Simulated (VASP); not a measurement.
A run of VASP 6.6.1:

Contents of INCAR:

```
  PREC = Accurate
  ENCUT = 520
  EDIFF = 1E-6
  ISMEAR = 0
  SIGMA = 0.05
  LREAL = F
  LASPH = T
  NELM = 60
  ALGO = Normal
  ISIF = 2
  LWAVE = F
  LCHARG = F
  GGA = PE
  NBANDS = 16
```

Contents of KPOINTS:

```
regular mesh
0
Gamma
  12 12 6
```

POSCAR

```
BN
1.0
    2.5539396017     -0.0255393960      0.0000000000
   -1.2990875666      2.2245462728      0.0000000000
    0.0000000000      0.0000000000      4.2268550000
B N
2 2
Direct
    0.6666666667      0.3333333333      0.9997240000
    0.3333333333      0.6666666667      0.4997240000
    0.6666666667      0.3333333333      0.6252760000
    0.3333333333      0.6666666667      0.1252760000
```

Potentials or basis: VASP PAW PBE potentials, release 64 (B, N).

Run with:

```bash
$ cat potpaw_PBE.64/B/POTCAR potpaw_PBE.64/N/POTCAR > POTCAR
$ mpirun -np 1 vasp_std > vasp.out
```

Hardware: 1 thread of Intel Xeon 8259CL, with other jobs on the host.

Question: How long does it take, and how much memory?

Answer: Wall time 110 s on 1 thread of Intel Xeon 8259CL (shared host), peak memory 0.2 GiB. Counts: scf iterations 13, k points 296.
